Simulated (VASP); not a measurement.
# BeTe (F-43m) in VASP: notebook, part 2 of 2

VASP 6.6.1.

## 4. Relaxation of cell and atoms, LDA, target pressure 40 GPa, at which the enthalpy is minimised

INCAR

```
ALGO = Normal ; EDIFF = 1E-6
EDIFFG = -0.001 ; ENCUT = 600
GGA = CA ; IBRION = 2
ISIF = 3 ; ISMEAR = 0
LASPH = T ; LCHARG = F
LREAL = F ; LWAVE = F
NELM = 60 ; NSW = 80
PREC = Accurate ; PSTRESS = 400.0
SIGMA = 0.01
```

KPOINTS

```
k-points
0
Gamma
  8 8 8
```

POSCAR

```
BeTe
1.0
    0.0000000000      2.7773063429      2.7773063429
    2.7773063429      0.0000000000      2.7773063429
    2.7773063429      2.7773063429      0.0000000000
Be Te
1 1
Direct
    0.0000000000      0.0000000000      0.0000000000
    0.7500000000      0.7500000000      0.7500000000
```

Potentials or basis: VASP PAW LDA potentials, release 64 (Be, Te).

The run is started by

```bash
$ cat potpaw_LDA.64/Be/POTCAR potpaw_LDA.64/Te/POTCAR > POTCAR
$ mpirun -np 1 vasp_std > vasp.out
```

OUTCAR:

```text
EDIFF = 1E-6
   EDIFFG = -0.001
   ENCUT = 600
   GGA = CA
   IBRION = 2
   ISIF = 3
   ISMEAR = 0
   LASPH = T
   LREAL = F
   NELM = 60
   NSW = 80
   PREC = Accurate
   PSTRESS = 400.0

 ion  position               nearest neighbor table
   1  0.000  0.000  0.000-   2 2.41   2 2.41   2 2.41   2 2.41
   2  0.750  0.750  0.750-   1 2.41   1 2.41   1 2.41   1 2.41

  LATTYP: Found a face centered cubic cell.
 ALAT       =     5.5546126858

  Lattice vectors:

 A1 = (   0.0000000000,   2.7773063429,   2.7773063429)
 A2 = (   2.7773063429,   0.0000000000,   2.7773063429)
 A3 = (   2.7773063429,   2.7773063429,   0.0000000000)

Analysis of symmetry for initial positions (statically):
=====================================================================
 Subroutine PRICEL returns:
 Original cell was already a primitive cell.
[... 177 lines left out ...]
 fundamental gap:      1.7700473365
 Fermi energy:         5.4690201776
[... 637 lines left out ...]
 k-point    24 :      -0.3750    0.2500    0.1250
  band No.  band energies     occupation
      1      -2.5660      2.00000
      2       2.1699      2.00000
      3       5.4775      2.00000
      4       6.6219      2.00000
      5      13.4840      0.00000
      6      14.6686      0.00000
      7      17.5676      0.00000
      8      18.5528      0.00000

 [... further k-points ...]

[... ionic steps 4 to 15 ...]

--------------------------------------- Ionic step       16  -------------------------------------------

 number of electron       8.0000000 magnetization

------------------------ aborting loop because EDIFF is reached ----------------------------------------
[... 71 lines left out ...]
--------------------------------------- Ionic step       18  -------------------------------------------

 number of electron       8.0000000 magnetization

 Free energy of the ion-electron system (eV)
  ---------------------------------------------------
  ext. energy  EPLUGINS =         0.00000000
  ---------------------------------------------------
  free energy    TOTEN  =        -7.58206791 eV

  energy without entropy =       -7.58206791  energy(sigma->0) =       -7.58206791

 E-fermi :  10.0409     XC(G=0): -10.7567

 val. band max:        9.9324900324   @ k =   0.0000   0.0000   0.0000
 cond. band min:      10.7026431152   @ k =   0.5000   0.5000   0.0000
 fundamental gap:      0.7701530828
 Fermi energy:        10.0409299423
[... 297 lines left out ...]
  energy  without entropy=       -7.5820679106  energy(sigma->0) =       -7.58206791

  enthalpy is  TOTEN    =         0.1560000901 eV   P V=        7.7380680007

 reached required accuracy - stopping structural energy minimisation
```

OSZICAR:

```text
N       E                     dE             d eps       ncg     rms          rms(c)
DAV:   1     0.217422296656E+02    0.21742E+02   -0.37362E+03   464   0.921E+02
DAV:   2    -0.811197724544E+01   -0.29854E+02   -0.29236E+02   632   0.958E+01
DAV:   3    -0.893724858343E+01   -0.82527E+00   -0.82527E+00   560   0.231E+01
[... 113 lines left out ...]
DAV:   3    -0.758128542521E+01    0.15639E-04   -0.55855E-05   512   0.394E-02    0.130E-02
DAV:   4    -0.758128506315E+01    0.36205E-06   -0.11511E-06   408   0.878E-03
  17 F= 0.15599972E+00 E0= 0.15599972E+00  d E =-.487771E-03
       N       E                     dE             d eps       ncg     rms          rms(c)
DAV:   1    -0.758206801949E+01   -0.78259E-03   -0.29978E-06   448   0.991E-03    0.171E-03
DAV:   2    -0.758206791063E+01    0.10886E-06   -0.18081E-07   232   0.347E-03
  18 F= 0.15600009E+00 E0= 0.15600009E+00  d E =-.487397E-03
```

Run time: 59 s. Hardware: 1 thread of Intel Xeon 6975P-C (Granite Rapids), shared host; peak memory 0.17 GiB.

Results:

* Free energy: -7.5821 eV
* Relaxed volume: 15.50 Å³/atom
* Relaxed cell: a = 3.526 Å, b = 3.526 Å, c = 3.526 Å, α = 60.00°, β = 60.00°, γ = 60.00°
* Space group after relaxing (to 0.05 Å): F-43m (No. 216)
* Energy change on relaxing (the enthalpy is what falls): +572.2 meV/atom
* Ionic steps: 18
* Pressure after relaxing: 40.0 GPa
* Band gap on the k mesh: 0.77 eV, indirect (least direct gap 3.07 eV)

The path:
```
step  energy change (eV)  largest force (eV/Å)  pressure (GPa)  volume (Å³)
   1              0.0000                0.0000            0.27        42.85
   2             12.2906                0.0000          324.38        17.63
   3              0.7634                0.0000           29.85        32.75
   4              0.9948                0.0000           36.08        31.63
   5              1.1474                0.0000           40.06        30.98
   6              1.0952                0.0000           38.71        31.20
   7              1.0980                0.0000           38.78        31.18
   8              1.1065                0.0000           39.00        31.15
   9              1.1067                0.0000           39.00        31.15
  10              1.1071                0.0000           39.01        31.15
  11              1.1079                0.0000           39.03        31.14
  12              1.1096                0.0000           39.06        31.14
  13              1.1129                0.0000           39.17        31.12
  14              1.1197                0.0000           39.34        31.09
  15              1.1332                0.0000           39.68        31.04
  16              1.1605                0.0000           40.40        30.93
  17              1.1453                0.0000           40.02        30.99
  18              1.1445                0.0000           40.00        30.99
```

Final structure:
```
Be Te
1.0
     0.00000    2.49317    2.49317
     2.49317    0.00000    2.49317
     2.49317    2.49317    0.00000
Be Te
1 1
Cartesian
  0.0000 0.0000 0.0000
  3.7397 3.7397 3.7397
```

Levels at points of the mesh, in eV from the valence-band top:
```
           k point  band 1  band 2  band 3  band 4  band 5  band 6  band 7  band 8
(0.00, 0.00, 0.00)  -15.36    0.00    0.00    0.00    3.07    3.07    3.07    6.76
(0.50, 0.00, 0.00)  -12.91   -8.38   -1.92   -1.92    4.19    4.19    4.19    7.14
(0.50, 0.50, 0.00)  -11.99   -7.44   -4.35   -4.35    0.77    1.93   11.95   11.95
```

Caveat: the cell is relaxed towards a set pressure, so the enthalpy falls and the energy may rise; the volume moved by over 15 % at a fixed basis, so the end points are rough; spin-orbit coupling is left out, which moves the levels of the heavy elements.

## 5. Summary

```tsv
task	cell	cutoff (eV)	gap on the mesh (eV)	pressure (GPa)
relaxation of cell and atoms	relaxed from a = 3.928 Å, angles 60.0°, 2 atoms	600	1.78	0.0
single point	a = 3.521 Å, angles 60.0°, 2 atoms	520	0.75	40.9
relaxation of cell and atoms	relaxed to 40 GPa from a = 3.928 Å, angles 60.0°, 2 atoms	600	0.77	40.0
```

Alike in all rows: level LDA; potentials or basis VASP PAW LDA potentials, release 64 (Be, Te); no spin polarisation; k mesh 8 × 8 × 8; smearing gaussian 0.01 eV.

Caveats: spin-orbit coupling is left out, which moves the levels of the heavy elements; the cell is relaxed towards a set pressure, so the enthalpy falls and the energy may rise (some runs); the volume moved by over 15 % at a fixed basis, so the end points are rough (some runs).

Total energies depend on the potentials used, so only differences within one code and one set of settings carry meaning.
